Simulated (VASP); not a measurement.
Write the native input for VASP 6.6.1 that does the following.

| Item | Value |
| --- | --- |
| Task | single point |
| Functional | PBEsol |
| Dispersion | D3(BJ) |
| Potentials or basis | VASP PAW PBE potentials, release 64 (Te, Mo_sv) |
| Cutoff | 520 eV |
| k mesh | 9 × 9 × 2 |
| Occupations | fermi-dirac, width 0.05 eV |
| Spin | no spin polarisation |
| Dipole correction | no |
| Further INCAR settings | ALGO = Normal; EDIFF = 1e-07; NBANDS = 35 |

The structure of Te2Mo lies in POSCAR:

```
Te2Mo
1.0
    3.5182000000      0.0000000000      0.0000000000
   -1.7591000000      3.0468505756      0.0000000000
    0.0000000000      0.0000000000     13.9736000000
Te Mo
4 2
Direct
    0.6666666667      0.3333333333      0.3790000000
    0.3333333333      0.6666666667      0.8790000000
    0.6666666667      0.3333333333      0.1210000000
    0.3333333333      0.6666666667      0.6210000000
    0.6666666667      0.3333333333      0.7500000000
    0.3333333333      0.6666666667      0.2500000000
```

One way to write it, as run:

INCAR

```
SYSTEM = Te2Mo
ALGO     = Normal         ! electronic algorithm
EDIFF    = 1E-7           ! SCF threshold, eV
ENCUT    = 520            ! plane-wave cutoff, eV
GGA      = PS             ! functional
ISIF     = 2              ! what is computed and relaxed
ISMEAR   = -1             ! smearing method
IVDW     = 12             ! dispersion correction
LASPH    = .True.         ! aspherical terms in the spheres
LCHARG   = .False.        ! write CHGCAR
LREAL    = .False.        ! projectors in reciprocal space
LWAVE    = .False.        ! write WAVECAR
NBANDS   = 35             ! bands
NELM     = 60             ! most SCF steps
PREC     = Accurate       ! precision mode
SIGMA    = 0.05           ! smearing width, eV
```

KPOINTS

```
k-points
0
Gamma
  9 9 2
  0 0 0
```

Potentials or basis: VASP PAW PBE potentials, release 64 (Te, Mo_sv).

Command:

```sh
$ cat potpaw_PBE.64/Te/POTCAR potpaw_PBE.64/Mo_sv/POTCAR > POTCAR
$ mpirun -np 1 vasp_std > vasp.out
```

It gave:

```
Pressure                   : -4.4 GPa
Largest force              : 0.046 eV/Å
Band gap on the k mesh     : 0.75 eV, indirect (least direct gap 1.04 eV)
Dispersion energy per atom : -0.513 eV
```

Caveat: three body term missing; the PAW data sets were made with another functional, which shifts forces and pressure a little; spin-orbit coupling is left out, which moves the levels of the heavy elements.

Run time: 4.6 min on 1 thread of Intel(R) Xeon(R) Platinum 8488C (Sapphire Rapids), on a shared host, peak memory 0.34 GiB.
